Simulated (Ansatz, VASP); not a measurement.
# Two plane-wave programs on Mg2Sn

```xyz
3
Lattice="0.0000 3.3802 3.3802 3.3802 0.0000 3.3802 3.3802 3.3802 0.0000" Properties=species:S:1:pos:R:3 pbc="T T T"
Mg    1.6901    1.6901    1.6901
Mg    5.0702    5.0702    5.0702
Sn    0.0000    0.0000    0.0000
```

Alike in both runs: task relaxation of cell and atoms; functional PBE; k mesh 12 × 12 × 12; occupations gaussian, width 0.1 eV; no spin polarisation.

|  | VASP | Ansatz |
| --- | --- | --- |
| version | VASP 6.6.1 | Ansatz 0.2.0 |
| potentials or method | VASP PAW PBE potentials, release 64 (Mg, Sn_d), cutoff 600 eV | scalar-relativistic, plane waves, PAW |
| valence electrons in the cell | 18 | 34 |

```csv
,VASP,Ansatz,Ansatz less VASP
"gap on the k mesh at the Fermi level, each at its own relaxed structure (eV)",none,none,-
relaxed volume (Å³/atom),26.31,26.39,+0.083
relaxed length of the cell vector where the two differ most in proportion (Å),4.815,4.820,+0.0051
```

A gap of «none» marks a metal or a gap that the smearing closes. VASP's potentials hold 18 valence electrons a cell and Ansatz's 34, so a difference there can come from the potentials and not from the codes.
